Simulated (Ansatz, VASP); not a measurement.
Two plane-wave programs on CdIn2O4

```
Cd In O
1.0
     0.00000    4.59532    4.59532
     4.59532    0.00000    4.59532
     4.59532    4.59532    0.00000
Cd In O
2 4 8
Direct
  0.00000 0.00000 0.00000
  0.25000 0.25000 0.25000
  0.62500 0.62500 0.62500
  0.12500 0.62500 0.62500
  0.62500 0.62500 0.12500
  0.62500 0.12500 0.62500
  0.86226 0.86226 0.86226
  0.83679 0.38774 0.38774
  0.86226 0.86226 0.41321
  0.38774 0.83679 0.38774
  0.41321 0.86226 0.86226
  0.38774 0.38774 0.38774
  0.86226 0.41321 0.86226
  0.38774 0.38774 0.83679
```

Alike in both runs: functional PBEsol; k mesh 6 × 6 × 6; occupations fermi-dirac, width 0.02 eV; no spin polarisation.

Ansatz relaxed the structure, and its values are those at the end. VASP's run is a single point on that final structure, the one shown.

|  | VASP | Ansatz |
| --- | --- | --- |
| version | VASP 6.6.1 | Ansatz 0.2.0 |
| potentials or method | VASP PAW PBE potentials, release 64 (Cd, In_d, O), cutoff 600 eV | PAW plane waves |
| valence electrons in the cell | 124 | 140 |

|  | VASP | Ansatz | Ansatz less VASP |
| --- | --- | --- | --- |
| gap on the k mesh at the Fermi level (eV) | 0.97 | 0.97 | +0.004 |
| pressure (GPa) | 0.6 | 0.0 | -0.62 |
| rms of the force components (eV/Å) | 0.016 | 0.001 | -0.0149 |

VASP's potentials were made for PBE, not for PBEsol, and Ansatz warns of the same on its side. VASP's potentials hold 124 valence electrons a cell and Ansatz's 140, so a difference there can come from the potentials and not from the codes.
